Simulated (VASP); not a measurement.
Input of a VASP 6.6.1 run:

The input INCAR:

```
SYSTEM = HfO2
PREC = Accurate
ENCUT = 600
EDIFF = 1E-6
ISMEAR = 0
SIGMA = 0.01
LREAL = .FALSE.
LASPH = .TRUE.
NELM = 120
ALGO = Normal
ISIF = 2
LWAVE = .FALSE.
LCHARG = .FALSE.
GGA = PS
NBANDS = 56
GGA_COMPAT = .FALSE.
```

The input KPOINTS:

```
Automatic mesh
0
G
  4 4 4
  0 0 0
```

The input POSCAR:

```
HfO2
1.0
    5.1550308707      0.0638620462      0.0638620462
    0.0638620462      5.1550308707      0.0638620462
    0.0638620462      0.0638620462      5.1550308707
Hf O
4 8
Direct
    0.0150571971      0.0150571971      0.0150571971
    1.0017896209      0.5047021785      0.5047021785
    0.5047021785      1.0017896209      0.5047021785
    0.5047021785      0.5047021785      1.0017896209
    0.2363019604      0.2363019604      0.2363019604
    0.2878878144      0.2878878144      0.7285195551
    0.2878878144      0.7285195551      0.2878878144
    0.2282454733      0.7798661300      0.7798661300
    0.7285195551      0.2878878144      0.2878878144
    0.7798661300      0.2282454733      0.7798661300
    0.7798661300      0.7798661300      0.2282454733
    0.7181046731      0.7181046731      0.7181046731
```

Potentials or basis: VASP PAW PBE potentials, release 64 (Hf_pv, O).

Launch:

```sh
$ cat potpaw_PBE.64/Hf_pv/POTCAR potpaw_PBE.64/O/POTCAR > POTCAR
$ mpirun -np 1 vasp_std > vasp.out
```

(1) Predict the largest force.

(2) Predict the pressure.

(3) Predict the band gap on the k mesh.

Results:

(1) 0.041 eV/Å.

(2) -13.6 GPa.

(3) 4.13 eV, indirect (least direct gap 4.14 eV).

Caveat: the PAW data sets were made with another functional, which shifts forces and pressure a little; spin-orbit coupling is left out, which moves the levels of the heavy elements.
